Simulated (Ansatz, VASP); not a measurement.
**Na3Se2 in VASP and in Ansatz**

```xyz
5
Lattice="2.4124 1.3928 6.2568 -2.4124 1.3928 6.2568 0.0000 -2.7856 6.2568" Properties=species:S:1:pos:R:3 pbc="T T T"
Na    0.0000    0.0000    0.0000
Na    0.0000    0.0000    4.2229
Na    0.0000    0.0000   14.5475
Se    0.0000    0.0000    7.8023
Se    0.0000    0.0000   10.9681
```

Alike in both runs: functional PBE; k mesh 6 × 6 × 6; occupations gaussian, width 0.1 eV; no spin polarisation.

Ansatz relaxed the structure, and its values are those at the end. VASP's run is a single point on that final structure, the one shown.

|  | VASP | Ansatz |
| --- | --- | --- |
| version | VASP 6.6.1 | Ansatz 0.2.0 |
| potentials or method | VASP PAW PBE potentials, release 64 (Na_pv, Se), cutoff 520 eV | scalar-relativistic, plane waves, PAW |
| valence electrons in the cell | 33 | 59 |

Ansatz gave:

* gap on the k mesh at the Fermi level (eV): none
* pressure (GPa): 0.0
* rms of the force components (eV/Å): 0.003

**Question.** Estimate VASP's values.

**Answer.** gap on the k mesh at the Fermi level (eV): none; pressure (GPa): 0.0; rms of the force components (eV/Å): 0.002.

A gap of «none» marks a metal or a gap that the smearing closes. VASP's potentials hold 33 valence electrons a cell and Ansatz's 59, so a difference there can come from the potentials and not from the codes.
